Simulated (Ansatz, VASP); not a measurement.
## One calculation of Y, two programs

```
Y
1.0
     0.00000    2.53032    2.53032
     2.53032    0.00000    2.53032
     2.53032    2.53032    0.00000
Y
1
Cartesian
  0.0000 0.0000 0.0000
```

Alike in both runs: task single point; functional PBE; k mesh 14 × 14 × 14; occupations gaussian, width 0.05 eV; non-collinear spin, spin-orbit coupling.

|  | VASP | Ansatz |
| --- | --- | --- |
| version | VASP 6.6.1 | Ansatz 0.2.0 |
| potentials or method | VASP PAW PBE potentials, release 64 (Y_sv), cutoff 500 eV | plane waves, PAW |
| valence electrons in the cell | 11 | 11 |

Ansatz gave:

- pressure (GPa): 0.1

Task: Which values does VASP return?

Result: Pressure (GPa): -0.1.

The functional is the same, so the differences come from potentials, cutoffs and numerics.
